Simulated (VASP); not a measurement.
The system is Tb5C.

```
Tb C
1.0
     0.00000    4.16168    4.16168
     4.16168    0.00000    4.16168
     4.16168    4.16168    0.00000
Tb C
5 1
Direct
  0.37500 0.37500 0.87500
  0.37500 0.87500 0.37500
  0.87500 0.37500 0.37500
  0.37500 0.37500 0.37500
  0.75000 0.75000 0.75000
  0.00000 0.00000 0.00000
```

The cell was built from a structure type or drawn by symmetry, and may not be a known phase.

```yaml
Program: VASP 6.6.1
Task: relaxation of cell and atoms
Functional: PBE
Potentials_or_basis: VASP PAW PBE potentials, release 64 (Tb_3, C), 4f in core
Cutoff: 600 eV
k_mesh: 4 × 4 × 4
Occupations: gaussian, width 0.1 eV
Spin: no spin polarisation
```

At the start: pressure 9.8 GPa; volume 24.03 Å³/atom.

Task: How do energy, volume and symmetry change on relaxing?

Result: Over 5 steps the energy falls by 150.0 meV/atom and the volume is 29.69 Å³/atom (+23.6 %); space group F-43m (No. 216, to 0.1 Å) before and after.

The path:
```csv
step,energy change (eV),largest force (eV/Å),pressure (GPa),volume (Å³)
1,0.0000,0.2621,9.85,144.16
2,-0.8924,0.2581,0.11,177.21
3,-0.8924,0.2613,0.05,177.52
4,-0.9001,0.0403,-0.01,178.05
5,-0.9002,0.0010,-0.01,178.15
```

Final structure:
```cif
data_structure
_symmetry_space_group_name_H-M 'P 1'
_symmetry_Int_Tables_number 1
_cell_length_a 6.3158
_cell_length_b 6.3158
_cell_length_c 6.3158
_cell_angle_alpha 60.000
_cell_angle_beta 60.000
_cell_angle_gamma 60.000
_cell_volume 178.15
loop_
_atom_site_label
_atom_site_type_symbol
_atom_site_fract_x
_atom_site_fract_y
_atom_site_fract_z
_atom_site_occupancy
Tb1 Tb 0.37507 0.37507 0.87478 1
Tb2 Tb 0.37507 0.87478 0.37507 1
Tb3 Tb 0.87478 0.37507 0.37507 1
Tb4 Tb 0.37507 0.37507 0.37507 1
Tb5 Tb 0.75000 0.75000 0.75000 1
C1 C 0.00000 0.00000 0.00000 1
```

Caveat: the volume moved by over 15 % at a fixed basis, so the end points are rough.
